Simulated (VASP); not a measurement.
A run of VASP 6.6.1 is set up as follows.

The input POSCAR:

```
FeCo
1.0
    2.7654090957      0.0000000000      0.0000000000
    0.0000000000      2.7654090957      0.0000000000
    0.0000000000      0.0000000000      2.7654090957
Fe Co
1 1
Direct
    0.5000000000      0.5000000000      0.5000000000
    0.0000000000      0.0000000000      0.0000000000
```

INCAR.step1

```
SYSTEM = FeCo
PREC = Accurate
ENCUT = 520
EDIFF = 1E-6
ISMEAR = 0
SIGMA = 0.05
LREAL = .False.
LASPH = .True.
NELM = 200
ALGO = Normal
ISIF = 2
LWAVE = .False.
LCHARG = .True.
ISPIN = 2
MAGMOM = 2.86 1.94
LMAXMIX = 4
NBANDS = 20
GGA_COMPAT = .False.
NEDOS = 2001
LORBIT = 11
```

The input KPOINTS.step1:

```
Automatic mesh
0
Gamma
  16 16 16
  0 0 0
```

INCAR.step2

```
SYSTEM = FeCo
PREC = Accurate
ENCUT = 520
EDIFF = 1E-6
ISMEAR = -5
SIGMA = 0.05
LREAL = .False.
LASPH = .True.
NELM = 200
ALGO = Normal
ISIF = 2
LWAVE = .False.
LCHARG = .False.
ISPIN = 2
MAGMOM = 2.86 1.94
LORBIT = 10
LMAXMIX = 4
NEDOS = 2001
ICHARG = 11
GGA_COMPAT = .False.
```

File KPOINTS.step2:

```
Automatic mesh
0
Gamma
  24 24 24
  0 0 0
```

Potentials or basis: VASP PAW LDA potentials, release 64 (Fe, Co).

The run is started by

```bash
$ cat potpaw_LDA.64/Fe/POTCAR potpaw_LDA.64/Co/POTCAR > POTCAR
$ cp INCAR.step1 INCAR
$ cp KPOINTS.step1 KPOINTS
$ mpirun -np 1 vasp_std > vasp.out
$ cp INCAR.step2 INCAR
$ cp KPOINTS.step2 KPOINTS
$ mpirun -np 1 vasp_std > vasp.out
```

Q: What does it give for the net moment?

A: 4.29 μB per cell.

Q: Estimate the site moments.

A: Fe +2.53; Co +1.69 μB.
